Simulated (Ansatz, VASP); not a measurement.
# Os in VASP and in Ansatz

Contents of INCAR:

```
PREC = Accurate
ENCUT = 520
EDIFF = 1E-7
ISMEAR = -1
SIGMA = 0.1
LREAL = False
LASPH = True
NELM = 80
ALGO = Normal
ISIF = 2
LWAVE = False
LCHARG = False
GGA = PE
NBANDS = 15
```

Contents of KPOINTS:

```
regular mesh
0
Gamma
  21 21 12
```

The input POSCAR:

```
Os
1.0
    2.7921958013      0.0000000000      0.0000000000
   -1.3960979007      2.4181124963      0.0000000000
    0.0000000000      0.0000000000      4.3998000589
Os
2
Direct
    0.3333333333      0.6666666667      0.2500000000
    0.6666666667      0.3333333333      0.7500000000
```

Input for Ansatz:

```yaml
crystal:
  lattice:
    - [2.7921958013, 0.0, 0.0]
    - [-1.3960979007, 2.4181124963, 0.0]
    - [0.0, 0.0, 4.3998000589]
  atoms:
    - { symbol: Os, position: [0.3333333333, 0.6666666667, 0.25] }
    - { symbol: Os, position: [0.6666666667, 0.3333333333, 0.75] }
hamiltonian:
  xc: pbe
  pseudopotentials:
    kind: paw
    azcp:
      Os: "pseudopotentials/Os.paw.azcp"
basis:
  ecutwfc: 420
  fft_grid_basis: typed
kpoints:
  mp_grid: { grid: [21, 21, 12], shift: [0, 0, 0] }
magnetization:
  spin_polarized: false
scf:
  occupations: { method: fermi_dirac, width: 0.1 }
output:
  stress: true
```

Alike in both runs: task single point; functional PBE; k mesh 21 × 21 × 12; occupations fermi-dirac, width 0.1 eV; no spin polarisation.

|  | VASP | Ansatz |
| --- | --- | --- |
| version | VASP 6.6.1 | Ansatz 0.2.0 |
| potentials or method | VASP PAW PBE potentials, release 64 (Os), cutoff 520 eV | plane waves (420 eV) with PAW, scalar-relativistic |
| valence electrons in the cell | 16 | 32 |

```csv
,VASP,Ansatz,Ansatz less VASP
pressure (GPa),-14.5,-14.2,+0.38
"traceless stress, the component that is largest in VASP (GPa)",-0.21,-0.14,+0.069
```

The functional is the same, so the differences come from potentials, cutoffs and numerics. VASP's potentials hold 16 valence electrons a cell and Ansatz's 32, so a difference there can come from the potentials and not from the codes.

Neither program's run includes spin-orbit coupling.
